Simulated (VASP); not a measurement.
Here is a VASP 6.6.1 calculation.

The input INCAR:

```
  ALGO = Normal
  EDIFF = 1E-8
  ENCUT = 520
  GGA = CA
  ISIF = 2
  ISMEAR = -1
  LASPH = True
  LCHARG = False
  LEFG = True
  LREAL = False
  LWAVE = False
  NBANDS = 15
  NELM = 100
  PREC = Accurate
  SIGMA = 0.08
```

File KPOINTS:

```
k-points
0
Gamma
  11 11 15
```

The input POSCAR:

```
Li2Pd
1.0
    4.2267001844      0.0000000000      0.0000000000
   -2.1133500922      3.6604297339      0.0000000000
    0.0000000000      0.0000000000      2.7865380000
Li Pd
2 1
Direct
    0.3333333333      0.6666666667      0.5000000000
    0.6666666667      0.3333333333      0.5000000000
    0.0000000000      0.0000000000      0.0000000000
```

Potentials or basis: VASP PAW LDA potentials, release 64 (Li_sv, Pd).

Launch:

```console
$ cat potpaw_LDA.64/Li_sv/POTCAR potpaw_LDA.64/Pd/POTCAR > POTCAR
$ mpirun -np 1 vasp_std > vasp.out
```

Problem. Estimate the band gap on the k mesh.

Solution. Zero (band 8 reaches 5.30 eV, above the bottom of band 9 at 3.05 eV).

Electric field gradients, principal values (V/Å²):
```
atom   least  middle  greatest (by size)
1 Li   0.032   0.036              -0.068
2 Li   0.032   0.036              -0.068
3 Pd  36.880  36.881             -73.761
```

Caveat: the cell differs from its parent crystal (zz strain of +2 %); without QUAD_EFG the Cq values of the log hold for a quadrupole moment of 1 mb, not for the nuclei.
